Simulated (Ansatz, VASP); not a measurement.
Al3BiO: VASP beside Ansatz

```
CELL_PARAMETERS angstrom
4.64345 0.00000 0.00000
0.00000 4.64345 0.00000
0.00000 0.00000 4.64345
ATOMIC_POSITIONS crystal
Al 0.50000 0.50000 0.00000
Al 0.50000 0.00000 0.50000
Al 0.00000 0.50000 0.50000
Bi 0.00000 0.00000 0.00000
O 0.50000 0.50000 0.50000
```

Change from the starting cell: species swapped into the Pr3AlC type (Pm-3m, No. 221).

Alike in both runs: task single point; functional PBE; k mesh 4 × 4 × 4; occupations gaussian, width 0.1 eV; no spin polarisation.

```csv
,VASP,Ansatz
version,VASP 6.6.1,Ansatz 0.2.0
potentials or method,"VASP PAW PBE potentials, release 64 (Al, Bi_d, O), cutoff 520 eV","scalar-relativistic, plane waves, PAW"
valence electrons in the cell,30,30
```

|  | VASP | Ansatz | Ansatz less VASP |
| --- | --- | --- | --- |
| gap on the k mesh at the Fermi level (eV) | none | none | - |
| pressure (GPa) | -5.7 | -5.7 | +0.04 |

A gap of «none» marks a metal or a gap that the smearing closes.

Neither program's run includes spin-orbit coupling.
